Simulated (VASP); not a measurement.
Set up this calculation in VASP 6.6.1, as the native input.

* Task: single point
* Functional: PBEsol
* Potentials or basis: VASP PAW PBE potentials, release 64 (Pb_d)
* Cutoff: 500 eV
* k mesh: 16 × 16 × 16
* Occupations: gaussian, width 0.1 eV
* Spin: no spin polarisation
* Dipole correction: no
* Further INCAR settings: ALGO = Normal; EDIFF = 1e-06; NBANDS = 13

The structure of Pb lies in POSCAR:

```
Pb
1.0
    0.0000000000      2.2538421665      2.2538421665
    2.2538421665      0.0000000000      2.2538421665
    2.2538421665      2.2538421665      0.0000000000
Pb
1
Direct
    0.0000000000      0.0000000000      0.0000000000
```

One way to write it, as run:

INCAR

```
SYSTEM = Pb
PREC = Accurate
ENCUT = 500
EDIFF = 1E-6
ISMEAR = 0
SIGMA = 0.1
LREAL = .FALSE.
LASPH = .TRUE.
NELM = 120
ALGO = Normal
ISIF = 2
LWAVE = .FALSE.
LCHARG = .FALSE.
GGA = PS
NBANDS = 13
GGA_COMPAT = .FALSE.
```

KPOINTS

```
Automatic mesh
0
G
  16 16 16
  0 0 0
```

Potentials or basis: VASP PAW PBE potentials, release 64 (Pb_d).

The run is started by

```sh
$ cat potpaw_PBE.64/Pb_d/POTCAR > POTCAR
$ mpirun -np 1 vasp_std > vasp.out
```

Results of the run:

* Pressure: 24.9 GPa
* Band gap on the k mesh: zero (bands 7 and 8 overlap by 11.98 eV)

Caveat: the cell stands under pressure; the PAW data sets were made with another functional, which shifts forces and pressure a little; spin-orbit coupling is left out, which moves the levels of the heavy elements.

It took 9.3 s on 1 thread of Intel(R) Xeon(R) 6975P-C (Granite Rapids), with other jobs on the host, peak memory 0.16 GiB.
